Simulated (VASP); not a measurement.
Set up this calculation in VASP 6.6.1, as the native input.

```
Task                   : relaxation of cell and atoms
Functional             : PBE
Potentials or basis    : VASP PAW PBE potentials, release 64 (H, Mo_sv)
Cutoff                 : 600 eV
k mesh                 : 6 × 6 × 12
Occupations            : gaussian, width 0.1 eV
Spin                   : no spin polarisation
Dipole correction      : no
Further INCAR settings : ALGO = Normal; EDIFF = 1e-06; IBRION = 2; EDIFFG = -0.01; NSW = 100; ISIF = 3
```

The structure of MoH3 lies in POSCAR:

```
MoH3
1.0
    4.7194855777      0.0000000000      0.0000000000
   -2.3597427889      4.0871944031      0.0000000000
    0.0000000000      0.0000000000      2.8379360019
H Mo
6 2
Direct
    0.2844489877      0.0000000000      0.0000000000
    0.0000000000      0.2844489877      0.0000000000
    0.7155510123      0.7155510123      0.0000000000
    0.7155510123      0.0000000000      0.5000000000
    0.0000000000      0.7155510123      0.5000000000
    0.2844489877      0.2844489877      0.5000000000
    0.3333333333      0.6666666667      0.2500000000
    0.6666666667      0.3333333333      0.7500000000
```

The cell was built from a structure type or drawn by symmetry, and may not be a known phase.

These files were run (other wordings do the same):

INCAR

```
SYSTEM = MoH3
  PREC = Accurate
  ENCUT = 600
  EDIFF = 1E-6
  ISMEAR = 0
  SIGMA = 0.1
  LREAL = .False.
  LASPH = .True.
  NELM = 80
  ALGO = Normal
  ISIF = 3
  LWAVE = .False.
  LCHARG = .False.
  GGA = PE
  IBRION = 2
  NSW = 100
  EDIFFG = -0.01
```

KPOINTS

```
regular mesh
0
Gamma
  6 6 12
  0 0 0
```

Potentials or basis: VASP PAW PBE potentials, release 64 (H, Mo_sv).

Run with:

```bash
$ cat potpaw_PBE.64/H/POTCAR potpaw_PBE.64/Mo_sv/POTCAR > POTCAR
$ mpirun -np 1 vasp_std > vasp.out
```

Results of the run:

```json
{
 "Relaxed volume": "6.85 Å³/atom",
 "Relaxed cell": "a = 4.717 Å, b = 4.717 Å, c = 2.845 Å, α = 90.00°, β = 90.00°, γ = 120.00°",
 "Space group after relaxing (to 0.1 Å)": "P6_322 (No. 182)",
 "Energy gained by relaxing": "0.0 meV/atom",
 "Ionic steps": "4",
 "Pressure after relaxing": "0.0 GPa",
 "Band gap on the k mesh": "zero (bands 17 and 18 overlap by 2.18 eV)"
}
```

Run time: 72 s on 1 thread of AMD EPYC 9R45 96-Core Processor (Zen 5) (shared host), peak memory 0.2 GiB.
